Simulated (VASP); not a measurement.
Here is a VASP 6.6.1 calculation.

Contents of POSCAR:

```
SiC
1.0
    3.0755120100      0.0000000000      0.0000000000
   -1.5377560000      2.6634715300      0.0000000000
    0.0000000000      0.0000000000      5.0486207000
Si C
2 2
Direct
    0.3333333300      0.6666666700      0.0046022700
    0.6666666700      0.3333333300      0.5046022700
    0.3333333300      0.6666666700      0.3803977300
    0.6666666700      0.3333333300      0.8803977300
```

Contents of INCAR.step1:

```
SYSTEM = SiC
ALGO = Normal
EDIFF = 1E-5
ENCUT = 520
GGA = PE
ISIF = 2
ISMEAR = -1
LASPH = .True.
LCHARG = .False.
LREAL = .False.
LWAVE = .True.
NBANDS = 16
NELM = 100
PREC = Accurate
SIGMA = 0.02
```

Contents of INCAR.step2:

```
SYSTEM = SiC
ALGO = Normal
EDIFF = 1E-6
ENCUT = 520
GGA = PE
HFSCREEN = 0.2079
ISIF = 2
ISMEAR = -1
ISTART = 1
LASPH = .True.
LCHARG = .False.
LHFCALC = .True.
LREAL = .False.
LWAVE = .False.
NBANDS = 16
NELM = 100
PREC = Accurate
PRECFOCK = Normal
SIGMA = 0.02
```

KPOINTS

```
k-points
0
Gamma
  6 6 4
  0 0 0
```

Potentials or basis: VASP PAW PBE potentials, release 64 (Si, C).

Run with:

```sh
$ cat potpaw_PBE.64/Si/POTCAR potpaw_PBE.64/C/POTCAR > POTCAR
$ cp INCAR.step1 INCAR
$ mpirun -np 1 vasp_std > vasp.out
$ cp INCAR.step2 INCAR
$ mpirun -np 1 vasp_std > vasp.out
```

What does it give for the band gap on the k mesh?

3.16 eV (least direct gap 5.06 eV).

What does it give for the largest force?

0.020 eV/Å.

What does it give for the pressure?

-1.6 GPa.

Forces on the atoms (eV/Å):
```
Si   0.000  0.000 -0.020
Si   0.000  0.000 -0.020
C    0.000  0.000  0.020
C    0.000  0.000  0.020
```

Caveat: the PAW data sets were made with another functional, which shifts forces and pressure a little. A k mesh can miss the band edges.
